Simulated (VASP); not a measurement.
Write the native input for VASP 6.6.1 that does the following.

| Item | Value |
| --- | --- |
| Task | single point |
| Functional | PBE |
| Potentials or basis | VASP PAW PBE potentials, release 64 (Ta_pv, N) |
| Cutoff | 600 eV |
| k mesh | 8 × 8 × 8 |
| Occupations | gaussian, width 0.15 eV |
| Spin | no spin polarisation |
| Dipole correction | no |
| Further INCAR settings | ALGO = Normal; EDIFF = 1e-06; NBANDS = 15 |

The structure of TaN lies in POSCAR:

```
TaN
1.0
    0.0000000000      2.1790000000      2.1790000000
    2.1790000000      0.0000000000      2.1790000000
    2.1790000000      2.1790000000      0.0000000000
Ta N
1 1
Direct
    0.5000000000      0.5000000000      0.5000000000
    0.0000000000      0.0000000000      0.0000000000
```

One way to write it, as run:

INCAR

```
SYSTEM = TaN
ALGO     = Normal         ! electronic algorithm
EDIFF    = 1E-6           ! SCF threshold, eV
ENCUT    = 600            ! plane-wave cutoff, eV
GGA      = PE             ! functional
GGA_COMPAT= .FALSE.      
ISIF     = 2              ! what is computed and relaxed
ISMEAR   = 0              ! smearing method
LASPH    = .TRUE.         ! aspherical terms in the spheres
LCHARG   = .FALSE.        ! write CHGCAR
LREAL    = .FALSE.        ! projectors in reciprocal space
LWAVE    = .FALSE.        ! write WAVECAR
NBANDS   = 15             ! bands
NELM     = 120            ! most SCF steps
PREC     = Accurate       ! precision mode
SIGMA    = 0.15           ! smearing width, eV
```

KPOINTS

```
k-points
0
G
  8 8 8
  0 0 0
```

Potentials or basis: VASP PAW PBE potentials, release 64 (Ta_pv, N).

Launch:

```console
$ cat potpaw_PBE.64/Ta_pv/POTCAR potpaw_PBE.64/N/POTCAR > POTCAR
$ mpirun -np 1 vasp_std > vasp.out
```

Results of the run:

```
Pressure               : 15.7 GPa
Band gap on the k mesh : zero (band 8 reaches 11.85 eV, above the bottom of band 9 at 7.68 eV)
```

Caveat: spin-orbit coupling is left out, which moves the levels of the heavy elements.

Wall time 30 s on 1 thread of Intel Xeon 8259CL, with other jobs on the host, peak memory 0.16 GiB.
